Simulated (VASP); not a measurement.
## Ta: relaxation of cell and atoms with PBE

Crystal: Ta.

```
Ta
1.0
    -1.65128    1.65128    1.65128
     1.65128   -1.65128    1.65128
     1.65128    1.65128   -1.65128
Ta
1
Direct
  0.00000 0.00000 0.00000
```

```
Program                : VASP 6.6.1
Task                   : relaxation of cell and atoms
Functional             : PBE
Potentials or basis    : VASP PAW PBE potentials, release 64 (Ta_pv)
Cutoff                 : 600 eV
k mesh                 : 18 × 18 × 18
Occupations            : gaussian, width 0.1 eV
Spin                   : no spin polarisation
Dipole correction      : no
Further INCAR settings : ALGO = Normal; EDIFF = 1e-06; IBRION = 2; EDIFFG = -0.005; NSW = 100; ISIF = 3
```

* Relaxed volume: 18.29 Å³/atom
* Relaxed cell: a = 2.875 Å, b = 2.875 Å, c = 2.875 Å, α = 109.47°, β = 109.47°, γ = 109.47°
* Space group after relaxing (to 0.05 Å): Im-3m (No. 229)
* Energy gained by relaxing: 2.6 meV/atom
* Ionic steps: 3
* Pressure after relaxing: 0.0 GPa

Step by step:
```
step  energy change (eV)  largest force (eV/Å)  pressure (GPa)  volume (Å³)
   1              0.0000                0.0000            3.08        18.01
   2              0.0103                0.0000           -6.30        18.93
   3             -0.0026                0.0000           -0.02        18.29
```

Final structure:
```
CELL_PARAMETERS angstrom
-1.65982 1.65982 1.65982
1.65982 -1.65982 1.65982
1.65982 1.65982 -1.65982
ATOMIC_POSITIONS crystal
Ta 0.00000 0.00000 0.00000
```

Levels at points of the mesh, in eV from the Fermi level:
```tsv
k point	band 1	band 2	band 3	band 4	band 5	band 6	band 7	band 8	band 9
(0.00, 0.00, 0.00)	-33.14	-33.14	-33.14	-7.87	0.72	0.72	0.72	3.94	3.94
(0.50, 0.00, 0.00)	-34.26	-33.50	-33.15	-4.32	-1.51	1.51	3.82	4.82	7.64
(0.50, 0.50, 0.50)	-33.92	-33.92	-33.92	-3.72	-3.72	6.70	6.70	6.70	8.51
```

Run time: 41 s on 1 thread of Intel(R) Xeon(R) Platinum 8259CL CPU @ 2.50GHz (Skylake/Cascade Lake), with other jobs on the host, peak memory 0.18 GiB.

Caveat: spin-orbit coupling is left out, which moves the levels of the heavy elements. PBE usually gives volumes a little too large and moduli too small.
